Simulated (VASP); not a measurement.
# BaY: single point with PBE

BaY:

```
CELL_PARAMETERS angstrom
4.31169 0.00000 0.00000
0.00000 4.31169 0.00000
0.00000 0.00000 4.53432
ATOMIC_POSITIONS crystal
Ba 0.00000 0.00000 0.00000
Y 0.50000 0.50000 0.50000
```

This cell differs from its parent crystal: volume scaled by 1.04.

```json
{
  "Program": "VASP 6.6.1",
  "Task": "single point",
  "Functional": "PBE",
  "Potentials or basis": "VASP PAW PBE potentials, release 64 (Ba_sv, Y_sv)",
  "Cutoff": "520 eV",
  "k mesh": "6 × 6 × 6",
  "Occupations": "fermi-dirac, width 0.05 eV",
  "Spin": "no spin polarisation"
}
```

```
Pressure : 0.5 GPa
```

Stress tensor (GPa, compression positive):
```
0.66 0.00 0.00
0.00 0.66 0.00
0.00 0.00 0.32
```

Levels at points of the mesh, in eV from the Fermi level:
```tsv
k point	band 8	band 9	band 10	band 11	band 12	band 13
(0.00, 0.00, 0.00)	-13.01	-3.66	-1.15	-1.04	1.49	1.49
(0.50, 0.00, 0.00)	-12.99	-1.22	-1.20	0.17	1.06	1.38
(0.50, 0.50, 0.00)	-13.01	-1.85	-1.04	0.13	0.13	1.59
(0.00, 0.00, 0.50)	-13.01	-1.44	-1.31	0.10	0.96	1.65
(0.50, 0.00, 0.50)	-12.96	-1.92	-1.00	0.49	0.49	1.36
(0.50, 0.50, 0.50)	-13.26	-0.22	-0.09	-0.09	0.58	0.76
```

Wall time 52 s on 1 thread of Intel Xeon 6975P-C, with other jobs on the host, peak memory 0.23 GiB.

Caveat: spin-orbit coupling is left out, which moves the levels of the heavy elements.
